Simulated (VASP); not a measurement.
# PbSe (Cmcm) in VASP: notebook

Runs on PbSe. Level: PBE. Tasks: single point.

Everything below comes from runs of VASP 6.6.1. Logs are shortened: lines on timing, memory, paths and dates and some standing lists are left out, and cuts for length are marked.

**1. The cell of the first run**

It takes space group Cmcm (No. 63, orthorhombic). Conventional cell: a = 4.310 Å, b = 12.268 Å, c = 4.450 Å, α = 90.00°, β = 90.00°, γ = 90.00°. Pb (site symmetry m2m) has 5 Se at 2.82 to 3.10 Å within 3.7 Å. Se (site symmetry m2m) has 5 Pb at 2.82 to 3.10 Å within 3.7 Å.

**2. Single point, PBE**

File INCAR:

```
PREC = Accurate ; ENCUT = 500
EDIFF = 1E-6 ; ISMEAR = 0
SIGMA = 0.05 ; LREAL = False
LASPH = True ; NELM = 120
ALGO = Normal ; ISIF = 2
LWAVE = False ; LCHARG = True
GGA = PE ; LELF = True
LVHAR = True ; NELECT = 40.25
NBANDS = 28 ; GGA_COMPAT = False
```

File KPOINTS:

```
Automatic mesh
0
Gamma
  8 6 8
```

File POSCAR:

```
PbSe
1.0
    4.3097531800      0.0000000000      0.0000000000
    0.0000000000      0.0000000000     -4.4504935700
   -2.1548765900      6.1339473500      0.0000000000
Pb Se
2 2
Direct
    0.3682392700      0.2500000000      0.7364785400
    0.6317607300      0.7500000000      0.2635214600
    0.1387100400      0.2500000000      0.2774200800
    0.8612899600      0.7500000000      0.7225799200
```

Potentials or basis: VASP PAW PBE potentials, release 64 (Pb_d, Se).

Launch:

```sh
> cat potpaw_PBE.64/Pb_d/POTCAR potpaw_PBE.64/Se/POTCAR > POTCAR
> mpirun -np 1 vasp_std > vasp.out
```

OUTCAR:

```text
PREC = Accurate
   ENCUT = 500
   EDIFF = 1E-6
   ISMEAR = 0
   LREAL = False
   LASPH = True
   NELM = 120
   ISIF = 2
   GGA = PE
   NELECT = 40.25

 ion  position               nearest neighbor table
   1  0.368  0.250  0.736-   3 2.82   4 3.10   4 3.10   4 3.10   4 3.10   2 3.92   2 3.92
   2  0.632  0.750  0.264-   4 2.82   3 3.10   3 3.10   3 3.10   3 3.10   1 3.92   1 3.92
   3  0.139  0.250  0.277-   1 2.82   2 3.10   2 3.10   2 3.10   2 3.10
   4  0.861  0.750  0.723-   2 2.82   1 3.10   1 3.10   1 3.10   1 3.10

  LATTYP: Found a base centered orthorhombic cell.
 ALAT       =     4.3097531800
 B/A-ratio  =     2.8465422932
 C/A-ratio  =     1.0326562530

  Lattice vectors:

 A1 = (  -2.1548765900,  -6.1339473500,   0.0000000000)
 A2 = (  -2.1548765900,   6.1339473500,   0.0000000000)
 A3 = (   0.0000000000,   0.0000000000,  -4.4504935700)

Analysis of symmetry for initial positions (statically):
=====================================================================
 Subroutine PRICEL returns:
 Original cell was already a primitive cell.

 Routine SETGRP: Setting up the symmetry group for a
 base centered orthorhombic supercell.

 Subroutine GETGRP returns: Found  8 space group operations
 (whereof  4 operations were pure point group operations)
 out of a pool of  8 trial point group operations.

The static configuration has the point symmetry C_2h.
 The point group associated with its full space group is D_2h.

Analysis of symmetry for dynamics (positions and initial velocities):
=====================================================================
 Subroutine PRICEL returns:
 Original cell was already a primitive cell.

 Routine SETGRP: Setting up the symmetry group for a
 base centered orthorhombic supercell.

 Subroutine GETGRP returns: Found  8 space group operations
 (whereof  4 operations were pure point group operations)
 out of a pool of  8 trial point group operations.

The dynamic configuration has the point symmetry C_2h.
 The point group associated with its full space group is D_2h.

 Subroutine INISYM returns: Found  8 space group operations
 (whereof  4 operations are pure point group operations),
 and found     1 'primitive' translations

----------------------------------------------------------------------------------------

                                     Primitive cell

  volume of cell :     117.6524

  direct lattice vectors                    reciprocal lattice vectors
     4.309753180  0.000000000  0.000000000     0.232031849  0.081513579  0.000000000
     0.000000000  0.000000000 -4.450493570     0.000000000  0.000000000 -0.224694179
    -2.154876590  6.133947350  0.000000000     0.000000000  0.163027157  0.000000000

  length of vectors
     4.309753180  4.450493570  6.501446240     0.245933411  0.224694179  0.163027157

  position of ions in fractional coordinates (direct lattice)
     0.368239270  0.250000000  0.736478540
     0.631760730  0.750000000  0.263521460
     0.138710040  0.250000000  0.277420080
     0.861289960  0.750000000  0.722579920

  ion indices of the primitive-cell ions
   primitive index   ion index
                 1           1
                 2           2
                 3           3
                 4           4

----------------------------------------------------------------------------------------

 KPOINTS: Automatic mesh

Automatic generation of k-mesh.
 Grid dimensions read from file:
 generate k-points for:    8    6    8

 Generating k-lattice:

  Cartesian coordinates                     Fractional coordinates (reciprocal lattice)
     0.029003981  0.010189197  0.000000000     0.125000000  0.000000000  0.000000000
     0.000000000  0.000000000 -0.037449030     0.000000000  0.166666667  0.000000000
     0.000000000  0.020378395  0.000000000     0.000000000  0.000000000  0.125000000

  Length of vectors
     0.030741676  0.037449030  0.020378395

  Shift w.r.t. Gamma in fractional coordinates (k-lattice)
     0.000000000  0.000000000  0.000000000

 Subroutine IBZKPT returns following result:
 ===========================================

 Found     84 irreducible k-points:

 Following reciprocal coordinates:
            Coordinates               Weight
  0.000000  0.000000  0.000000      1.000000
  0.125000  0.000000  0.000000      4.000000
  0.250000  0.000000  0.000000      4.000000
  0.375000  0.000000  0.000000      4.000000
  0.500000  0.000000  0.000000      2.000000
  0.000000  0.166667  0.000000      2.000000
[... 16 lines left out ...]
  0.250000  0.000000  0.125000      4.000000
  0.375000  0.000000  0.125000      4.000000
 [... further k-points ...]
   k-points           NKPTS =     84   k-points in BZ     NKDIM =     84   number of bands    NBANDS=     28
   number of dos      NEDOS =    301   number of ions     NIONS =      4
   total plane-waves  NPLWV =  49152
   dimension x,y,z NGX =    32 NGY =   32 NGZ =   48
   dimension x,y,z NGXF=    64 NGYF=   64 NGZF=   96
   ions per type =               2   2
   NGX,Y,Z   is equivalent  to a cutoff of  12.34, 11.95, 12.27 a.u.
   NGXF,Y,Z  is equivalent  to a cutoff of  24.69, 23.91, 24.55 a.u.
 SYSTEM =  unknown system
   PREC   = accura    normal or accurate (medium, high low for compatibility)
   ISTART =      0    job   : 0-new  1-cont  2-samecut
   ICHARG =      2    charge: 1-file 2-atom 10-const
   ISPIN  =      1    spin polarized calculation?
   LNONCOLLINEAR =      F non collinear calculations
   LSORBIT =      F    spin-orbit coupling
   LASPH  =      T    aspherical Exc in radial PAW
   ENCUT  =  500.0 eV  36.75 Ry    6.06 a.u.   7.86  8.11 11.85*2*pi/ulx,y,z
   NELM   =    120;   NELMIN=  2; NELMDL= -5     # of ELM steps
   EDIFF  = 0.1E-05   stopping-criterion for ELM
   LREAL  =      F    real-space projection
   EDIFFG = 0.1E-04   stopping-criterion for IOM
   NSW    =      0    number of steps for IOM
   IBRION =     -1    ionic relax: 0-MD 1-quasi-New 2-CG
   NFREE  =      0    steps in history (QN), initial steepest desc. (CG)
   ISIF   =      2    stress and relaxation
   ISYM   =      2    0-nonsym 1-usesym 2-fastsym
   POTIM  = 0.5000    time-step for ionic-motion
   TEBEG  =    0.0;   TEEND  =   0.0 temperature during run
   PSTRESS=    0.0 pullay stress
   NELECT =      40.2500    total number of electrons
   NUPDOWN=      -1.0000    fix difference up-down
   EMIN   =  10.00;   EMAX   =-10.00  energy-range for DOS
   EFERMI =   0.00;   METHOD = LEGACY
   ISMEAR =     0;   SIGMA  =   0.05  broadening in eV -4-tet -1-fermi 0-gaus
   EFERMI_NEDOS =   21; number of points for ismear=-14 and -15
   IALGO  =     38    algorithm
   IMIX   =      4    mixing-type and parameters
     AMIX     =   0.40;   BMIX     =  1.00
     AMIX_MAG =   1.60;   BMIX_MAG =  1.00
  volume/ion in A,a.u.               =      29.41       198.49
  Fermi-wavevector in a.u.,A,eV,Ry     =   1.144977  2.163692 17.836847  1.310971
  Thomas-Fermi vector in A             =   2.281667
   LORBIT       =      0    0 simple, 1 ext, 2 COOP (PROOUT), +10 PAW based schemes
   GGA     = PE    functional components
   LHFCALC =     F    Hartree Fock is set to
   AEXX    =    0.0000 exact exchange contribution
   IVDW    =     0    specifies the selected vdW correction
   LEPSILON=     F    determine dielectric tensor
   LRPA    =     F    only Hartree local field effects (RPA)
 non-spin polarized calculation
 Gauss-broadening in eV      SIGMA  =   0.05
  energy-cutoff  :      500.00
  volume of cell :      117.65
 maximum number of plane-waves:      3008
   NGX = 15   NGY = 17   NGZ = 23

 number of electron      40.2499993 magnetization

 Free energy of the ion-electron system (eV)
  ---------------------------------------------------
  ext. energy  EPLUGINS =         0.00000000
  ---------------------------------------------------
  free energy    TOTEN  =       -14.81496881 eV

  energy without entropy =      -14.81304524  energy(sigma->0) =      -14.81400702

 E-fermi :   5.5808     XC(G=0):  -9.4837

 val. band max:        5.5698363946   @ k =   0.0000   0.3333   0.3750
 cond. band min:       5.5937227379   @ k =   0.1250   0.3333   0.3750
 fundamental gap:      0.0238863433
 Fermi energy:         5.5808050305

 k-point     1 :       0.0000    0.0000    0.0000
  band No.  band energies     occupation
      1     -12.1753      2.00000
      2     -12.1055      2.00000
      3     -12.1050      2.00000
      4     -12.0883      2.00000
      5     -12.0833      2.00000
      6     -12.0756      2.00000
[... 20 lines left out ...]
     27       9.7550      0.00000
     28      11.1312      0.00000

 k-point     2 :       0.1250    0.0000    0.0000
  band No.  band energies     occupation
      1     -12.1677      2.00000
      2     -12.1036      2.00000
      3     -12.0973      2.00000
      4     -12.0899      2.00000
      5     -12.0869      2.00000
      6     -12.0755      2.00000
[... 20 lines left out ...]
     27       9.9520      0.00000
     28      11.2381      0.00000

 k-point     3 :       0.2500    0.0000    0.0000
  band No.  band energies     occupation
      1     -12.1484      2.00000
      2     -12.0968      2.00000
      3     -12.0955      2.00000
      4     -12.0952      2.00000
      5     -12.0841      2.00000
      6     -12.0722      2.00000
[... 20 lines left out ...]
     27      10.8013      0.00000
     28      11.7024      0.00000

 k-point     4 :       0.3750    0.0000    0.0000
  band No.  band energies     occupation
      1     -12.1253      2.00000
      2     -12.1055      2.00000
      3     -12.1027      2.00000
      4     -12.0899      2.00000
      5     -12.0802      2.00000
      6     -12.0704      2.00000
[... 578 lines left out ...]
     27      10.0064      0.00000
     28      11.0201      0.00000

 k-point    23 :       0.2500    0.0000    0.1250
  band No.  band energies     occupation
      1     -12.1454      2.00000
      2     -12.0991      2.00000
      3     -12.0990      2.00000
      4     -12.0918      2.00000
      5     -12.0838      2.00000
      6     -12.0676      2.00000
[... 20 lines left out ...]
     27      10.6875      0.00000
     28      12.0472      0.00000

 k-point    24 :       0.3750    0.0000    0.1250
  band No.  band energies     occupation
      1     -12.1213      2.00000
      2     -12.1080      2.00000
      3     -12.0995      2.00000
      4     -12.0948      2.00000
      5     -12.0829      2.00000
      6     -12.0676      2.00000
[... 20 lines left out ...]
     27      11.9507      0.00000
     28      12.4970      0.00000

 [... further k-points ...]

------------------------ aborting loop because EDIFF is reached ----------------------------------------

  FORCE on cell =-STRESS in cart. coord.  units (eV):
  Direction    XX          YY          ZZ          XY          YZ          ZX
  --------------------------------------------------------------------------------------
  -------------------------------------------------------------------------------------
  Total        2.9934929      4.0018648      2.9112318      0.0000000      0.0000000      0.0000000
  in kB       40.7650697     54.4969721     39.6448470      0.0000000      0.0000000      0.0000000
  external PRESSURE =      44.9689629 kB  Pullay stress =       0.0000000 kB

 VOLUME and BASIS-vectors are now :
 -----------------------------------------------------------------------------
  energy-cutoff  :      500.00
  volume of cell :      117.65
      direct lattice vectors                 reciprocal lattice vectors
     4.309753180  0.000000000  0.000000000     0.232031849  0.081513579  0.000000000
     0.000000000  0.000000000 -4.450493570     0.000000000  0.000000000 -0.224694179
    -2.154876590  6.133947350  0.000000000     0.000000000  0.163027157  0.000000000

 POSITION                                       TOTAL-FORCE (eV/Angst)
 -----------------------------------------------------------------------------------
     -0.00000      4.51752     -1.11262         0.000000      0.315806     -0.000000
      2.15488      1.61643     -3.33787         0.000000     -0.315806      0.000000
      0.00000      1.70168     -1.11262         0.000000     -0.187917     -0.000000
      2.15488      4.43227     -3.33787        -0.000000      0.187917     -0.000000
 -----------------------------------------------------------------------------------
    total drift:                               -0.000000      0.000000     -0.000000

  FREE ENERGIE OF THE ION-ELECTRON SYSTEM (eV)
  ---------------------------------------------------
  free  energy   TOTEN  =       -14.8149688067 eV

  energy  without entropy=      -14.8130452415  energy(sigma->0) =      -14.81400702
```

Wall time 3.5 min (1 thread of Intel Xeon 8259CL, shared host); peak memory 0.37 GiB.

What came out:

| Property | Result |
| --- | --- |
| Free energy | -14.8150 eV |
| Largest force | 0.316 eV/Å |

Forces in eV/Å, atoms in the order of the input:
```
Pb   0.000  0.316  0.000
Pb   0.000 -0.316  0.000
Se   0.000 -0.188  0.000
Se   0.000  0.188  0.000
```

Caveat: the cell carries a net charge on a neutralising background, which shifts energy and pressure; the cell is charged against a uniform background, so pressure and absolute levels hang on convention; spin-orbit coupling is left out, which moves the levels of the heavy elements.

**3. Single point, PBE**

File INCAR:

```
SYSTEM = PbSe
ALGO = Normal ; EDIFF = 1E-6
ENCUT = 500 ; GGA = PE
GGA_COMPAT = .FALSE. ; ISIF = 2
ISMEAR = 0 ; LASPH = .TRUE.
LCHARG = .FALSE. ; LREAL = .FALSE.
LWAVE = .FALSE. ; NBANDS = 28
NELECT = 39.75 ; NELM = 120
PREC = Accurate ; SIGMA = 0.05
```

File KPOINTS:

```
k-points
0
G
  8 6 8
  0 0 0
```

POSCAR is that of step 2.

Potentials or basis: VASP PAW PBE potentials, release 64 (Pb_d, Se).

Launch:

```sh
> cat potpaw_PBE.64/Pb_d/POTCAR potpaw_PBE.64/Se/POTCAR > POTCAR
> mpirun -np 1 vasp_std > vasp.out
```

Run time: 3.4 min. Hardware: 1 thread of Intel Xeon 8259CL, shared host; peak memory 0.37 GiB.

It converged, with:

| Item | Value |
| --- | --- |
| Free energy | -17.2198 eV |
| Largest force | 0.241 eV/Å |

Forces in eV/Å, atoms in the order of the input:
```
Pb   0.000  0.078  0.000
Pb   0.000 -0.078  0.000
Se   0.000 -0.241  0.000
Se   0.000  0.241  0.000
```

Levels at points of the mesh, in eV from the Fermi level:
```
           k point  band 16  band 17  band 18  band 19  band 20  band 21  band 22  band 23  band 24  band 25
(0.00, 0.00, 0.00)    -2.56    -1.91    -1.30    -1.06    -0.14     4.76     4.80     4.97     5.60     5.62
(0.50, 0.00, 0.00)    -1.56    -0.96    -0.69    -0.22     0.01     1.82     1.93     2.16     2.99     3.00
(0.00, 0.50, 0.00)    -2.34    -0.65    -0.65     0.20     0.20     1.84     1.84     2.66     2.66     5.15
(0.50, 0.50, 0.00)    -3.83    -2.77    -2.77    -1.02    -1.02     3.48     3.48     5.71     5.71     6.39
(0.00, 0.00, 0.50)    -2.18    -1.56    -1.45    -0.86    -0.31     1.47     4.57     4.76     4.93     5.23
(0.00, 0.50, 0.50)    -0.78    -0.73    -0.73    -0.13    -0.13     1.61     1.61     3.11     3.11     3.42
```

Caveat: the cell carries a net charge on a neutralising background, which shifts energy and pressure; the cell is charged against a uniform background, so pressure and absolute levels hang on convention; spin-orbit coupling is left out, which moves the levels of the heavy elements.

**4. Single point, PBE**

File INCAR:

```
SYSTEM = PbSe
PREC     = Accurate       ! precision mode
ENCUT    = 500            ! plane-wave cutoff, eV
EDIFF    = 1E-6           ! SCF threshold, eV
ISMEAR   = 0              ! smearing method
SIGMA    = 0.05           ! smearing width, eV
LREAL    = .FALSE.        ! projectors in reciprocal space
LASPH    = .TRUE.         ! aspherical terms in the spheres
NELM     = 120            ! most SCF steps
ALGO     = Normal         ! electronic algorithm
ISIF     = 2              ! what is computed and relaxed
LWAVE    = .FALSE.        ! write WAVECAR
LCHARG   = .TRUE.         ! write CHGCAR
GGA      = PE             ! functional
LELF     = .TRUE.         ! ELF
LVHAR    = .TRUE.       
NBANDS   = 28             ! bands
GGA_COMPAT= .FALSE.
```

File KPOINTS:

```
Automatic mesh
0
G
  8 6 8
  0 0 0
```

POSCAR is that of step 3.

Launch:

```sh
> cat potpaw_PBE.64/Pb_d/POTCAR potpaw_PBE.64/Se/POTCAR > POTCAR
> mpirun -np 1 vasp_std > vasp.out
```

It took 3.7 min on 1 thread of Intel Xeon 8259CL, shared host; peak memory 0.37 GiB.

It converged, with:

| Item | Value |
| --- | --- |
| Free energy | -16.1897 eV |
| Pressure | 1.0 GPa |
| Largest force | 0.140 eV/Å |
| Band gap on the k mesh | 1.08 eV (least direct gap 1.19 eV) |

Forces on the atoms (eV/Å):
```
Pb   0.000  0.092  0.000
Pb   0.000 -0.092  0.000
Se   0.000 -0.140  0.000
Se   0.000  0.140  0.000
```

Stress tensor (GPa, compression positive):
```
0.93 0.00 0.00
0.00 1.23 0.00
0.00 0.00 0.93
```

Levels at points of the mesh, in eV from the valence-band top:
```tsv
k point	band 18	band 19	band 20	band 21	band 22	band 23
(0.00, 0.00, 0.00)	-1.54	-1.28	-0.39	4.47	4.49	4.69
(0.50, 0.00, 0.00)	-0.91	-0.47	-0.24	1.54	1.65	1.88
(0.00, 0.50, 0.00)	-0.88	-0.03	-0.03	1.55	1.55	2.38
(0.50, 0.50, 0.00)	-3.03	-1.27	-1.27	3.18	3.18	5.45
(0.00, 0.00, 0.50)	-1.71	-1.09	-0.57	1.16	4.30	4.47
(0.00, 0.50, 0.50)	-0.97	-0.39	-0.39	1.34	1.34	2.83
```

Caveat: spin-orbit coupling is left out, which moves the levels of the heavy elements. A k mesh can miss the band edges.

[end of part 1 of 2]
